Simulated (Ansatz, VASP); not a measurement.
# One calculation of BN, two programs

Contents of INCAR:

```
PREC     = Accurate       # precision mode
ENCUT    = 600            # plane-wave cutoff, eV
EDIFF    = 1E-7           # SCF threshold, eV
ISMEAR   = 0              # smearing method
SIGMA    = 0.1            # smearing width, eV
LREAL    = False          # projectors in reciprocal space
LASPH    = True           # aspherical terms in the spheres
NELM     = 80             # most SCF steps
ALGO     = Normal         # electronic algorithm
ISIF     = 3              # what is computed and relaxed
LWAVE    = False          # write WAVECAR
LCHARG   = False          # write CHGCAR
GGA      = PE             # functional
IBRION   = 2              # ionic algorithm
NSW      = 90             # ionic steps
EDIFFG   = -0.04          # ionic threshold
```

File KPOINTS:

```
regular mesh
0
Gamma
  3 3 8
```

POSCAR

```
BN
1.0
    6.1522440700      0.0000000000      0.0000000000
   -3.0761220300      5.3279996500      0.0000000000
    0.0000000000      0.0000000000      2.4608980500
B N
4 4
Direct
    0.5333333200      0.0666666400      0.0000000000
    0.9333333600      0.4666666800      0.0000000000
    0.5333333200      0.4666666800      0.0000000000
    0.3333333300      0.6666666700      0.5000000000
    0.4666666800      0.9333333600      0.5000000000
    0.0666666400      0.5333333200      0.5000000000
    0.4666666800      0.5333333200      0.5000000000
    0.6666666700      0.3333333300      0.0000000000
```

Input for Ansatz:

```yaml
crystal:
  lattice:
    - [6.15224407, 0.0, 0.0]
    - [-3.07612203, 5.32799965, 0.0]
    - [0.0, 0.0, 2.46089805]
  atoms:
    - { symbol: B, position: [0.53333332, 0.06666664, 0.0] }
    - { symbol: B, position: [0.93333336, 0.46666668, 0.0] }
    - { symbol: B, position: [0.53333332, 0.46666668, 0.0] }
    - { symbol: B, position: [0.33333333, 0.66666667, 0.5] }
    - { symbol: "N", position: [0.46666668, 0.93333336, 0.5] }
    - { symbol: "N", position: [0.06666664, 0.53333332, 0.5] }
    - { symbol: "N", position: [0.46666668, 0.53333332, 0.5] }
    - { symbol: "N", position: [0.66666667, 0.33333333, 0.0] }
basis:
  ecutwfc: 420
kpoints:
  mp_grid: { grid: [3, 3, 8] }
hamiltonian:
  xc: pbe
scf:
  occupations: { method: gaussian, width: 0.1 }
  lower_state_search: "off"
output:
  forces: true
  stress: true
  eigenvalues: true
relax:
  adjacent_minimum: "off"
  f_tol: 0.04
  max_steps: 70
  cell: { stress_tol: 0.4 }
```

Alike in both runs: task relaxation of cell and atoms; functional PBE; k mesh 3 × 3 × 8; occupations gaussian, width 0.1 eV; no spin polarisation.

```csv
,VASP,Ansatz
version,VASP 6.6.1,Ansatz 0.2.0
potentials or method,"VASP PAW PBE potentials, release 64 (B, N), cutoff 600 eV","scalar-relativistic, plane waves, PAW"
valence electrons in the cell,32,32
```

VASP gave:

```
gap on the k mesh at the Fermi level, each at its own relaxed structure (eV) : none
relaxed volume (Å³/atom)                                                     : 11.12
relaxed cell length with the largest relative difference (Å)                 : 6.397
```

Question: Estimate Ansatz's values.

Answer: gap on the k mesh at the Fermi level, each at its own relaxed structure (eV): none; relaxed volume (Å³/atom): 11.12; relaxed cell length with the largest relative difference (Å): 6.398.

A gap of «none» marks a metal or a gap that the smearing closes.

The k mesh is coarse, so the values compare programs but aren't converged.
